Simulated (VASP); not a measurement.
Al: relaxation of cell and atoms with revPBE

Crystal: Al.

```
CELL_PARAMETERS angstrom
-1.60708 1.60708 1.60708
1.60708 -1.60708 1.60708
1.60708 1.60708 -1.60708
ATOMIC_POSITIONS crystal
Al 0.00000 0.00000 0.00000
```

```json
{
 "Program": "VASP 6.6.1",
 "Task": "relaxation of cell and atoms",
 "Functional": "revPBE",
 "Potentials or basis": "VASP PAW PBE potentials, release 64 (Al)",
 "Cutoff": "600 eV",
 "k mesh": "14 × 14 × 14",
 "Occupations": "fermi-dirac, width 0.1 eV",
 "Spin": "no spin polarisation",
 "Dipole correction": "no",
 "Further INCAR settings": "ALGO = Normal; EDIFF = 1e-07; IBRION = 2; EDIFFG = -0.01; NSW = 80; ISIF = 3"
}
```

```
Relaxed volume                         : 17.17 Å³/atom
Relaxed cell                           : a = 2.815 Å, b = 2.815 Å, c = 2.815 Å, α = 109.47°, β = 109.47°, γ = 109.47°
Space group after relaxing (to 0.05 Å) : Im-3m (No. 229)
Energy gained by relaxing              : 4.2 meV/atom
Ionic steps                            : 3
Pressure after relaxing                : 0.0 GPa
```

Step by step:
```tsv
step	energy change (eV)	largest force (eV/Å)	pressure (GPa)	volume (Å³)
1	0.0000	0.0000	2.44	16.60
2	-0.0042	0.0000	-0.18	17.22
3	-0.0042	0.0000	0.00	17.17
```

Final structure:
```yaml
crystal:
  lattice:
    - [-1.62519, 1.62519, 1.62519]
    - [1.62519, -1.62519, 1.62519]
    - [1.62519, 1.62519, -1.62519]
  atoms:
    - { symbol: Al, position: [0.00000, 0.00000, 0.00000] }
```

Levels at points of the mesh, in eV from the Fermi level:
```csv
k point,band 1,band 2,band 3,band 4,band 5
"(0.00, 0.00, 0.00)",-10.86,13.01,13.01,13.01,14.23
"(0.50, 0.00, 0.00)",-4.19,-3.80,7.91,8.14,9.72
"(0.50, 0.50, 0.50)",1.81,1.81,1.81,3.00,3.00
```

Wall time 10 s on 1 thread of Intel(R) Xeon(R) Platinum 8259CL CPU @ 2.50GHz (Skylake/Cascade Lake), on a shared host, peak memory 0.14 GiB.

Caveat: the PAW data sets were made with another functional, which shifts forces and pressure a little.
